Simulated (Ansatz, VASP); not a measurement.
VWC2 in VASP and in Ansatz

```xyz
4
Lattice="1.5370 0.8874 4.9988 -1.5370 0.8874 4.9988 0.0000 -1.7748 4.9988" Properties=species:S:1:pos:R:3 pbc="T T T"
W     0.0000    0.0000    0.0000
V     0.0000    0.0000    7.4982
C     0.0000    0.0000    3.6965
C     0.0000    0.0000   11.2999
```

Change from the starting cell: volume scaled by 1.04.

Alike in both runs: task single point; functional LDA; k mesh 10 × 10 × 10; occupations fermi-dirac, width 0.05 eV; collinear spin.

|  | VASP | Ansatz |
| --- | --- | --- |
| version | VASP 6.6.1 | Ansatz 0.2.0 |
| potentials or method | VASP PAW LDA potentials, release 64 (W_sv, V_sv, C), cutoff 520 eV | all-electron LAPW, scalar-relativistic |

VASP gave:

- gap on the k mesh at the Fermi level (eV): none
- pressure (GPa): -26.5
- rms of the force components (eV/Å): 0.106
- net moment per atom (μB): 0.00

Question: Which values does Ansatz return?

Answer: gap on the k mesh at the Fermi level (eV): none; pressure (GPa): -27.8; rms of the force components (eV/Å): 0.126; net moment per atom (μB): 0.00.

LDA's correlation is that of Perdew and Zunger in VASP and of Perdew and Wang (1992) in Ansatz. Atom by atom the forces differ by 0.020 eV/Å (rms over components). A gap of «none» marks a metal or a gap that the smearing closes. Ansatz ran all-electron here, and VASP with PAW potentials.

Spin-orbit coupling is off throughout.
